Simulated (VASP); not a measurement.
Input of a VASP 6.6.1 run:

File INCAR:

```
  PREC = Accurate
  ENCUT = 520
  EDIFF = 1E-6
  ISMEAR = 0
  SIGMA = 0.15
  LREAL = False
  LASPH = True
  NELM = 60
  ALGO = Normal
  ISIF = 2
  LWAVE = False
  LCHARG = False
  NBANDS = 13
```

File KPOINTS:

```
regular mesh
0
Gamma
  16 16 16
```

The input POSCAR:

```
Pb
1.0
    0.0000000000      2.3710080000      2.6673840000
    2.3710080000      0.0000000000      2.6673840000
    2.3710080000      2.3710080000      0.0000000000
Pb
1
Direct
    0.0000000000      0.0000000000      0.0000000000
```

Potentials or basis: VASP PAW LDA potentials, release 64 (Pb_d).

Run with:

```bash
$ cat potpaw_LDA.64/Pb_d/POTCAR > POTCAR
$ mpirun -np 1 vasp_std > vasp.out
```

(1) Predict the band gap on the k mesh.

(2) What does it give for the pressure?

Answers

(1) zero (bands 7 and 8 overlap by 9.38 eV).

(2) -1.3 GPa.

Caveat: the cell differs from its parent crystal (strain -0.040 along x and y, +0.080 along z); spin-orbit coupling is left out, which moves the levels of the heavy elements.
